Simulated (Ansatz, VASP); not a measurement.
**AlCo in VASP and in Ansatz**

```xyz
2
Lattice="2.8213 0.0733 0.0733 0.0733 2.8213 0.0733 0.0733 0.0733 2.8213" Properties=species:S:1:pos:R:3 pbc="T T T"
Al    0.0000    0.0000    0.0000
Co    1.4839    1.4839    1.4839
```

Alike in both runs: task single point; functional PBEsol; k mesh 18 × 18 × 18; occupations gaussian, width 0.15 eV; no spin polarisation.

```csv
,VASP,Ansatz
version,VASP 6.6.1,Ansatz 0.2.0
potentials or method,"VASP PAW PBE potentials, release 64 (Al, Co), cutoff 520 eV","scalar-relativistic, plane waves, PAW"
valence electrons in the cell,12,20
```

Ansatz gave:

```
gap on the k mesh at the Fermi level (eV)                     : none
pressure (GPa)                                                : 1.9
traceless stress, the component that is largest in VASP (GPa) : -6.78
```

What did VASP give for the same quantities?

gap on the k mesh at the Fermi level (eV): none; pressure (GPa): 1.5; traceless stress, the component that is largest in VASP (GPa): -6.76.

VASP's potentials were made for PBE, not for PBEsol. A gap of «none» marks a metal or a gap that the smearing closes. VASP's potentials hold 12 valence electrons a cell and Ansatz's 20, so a difference there can come from the potentials and not from the codes.
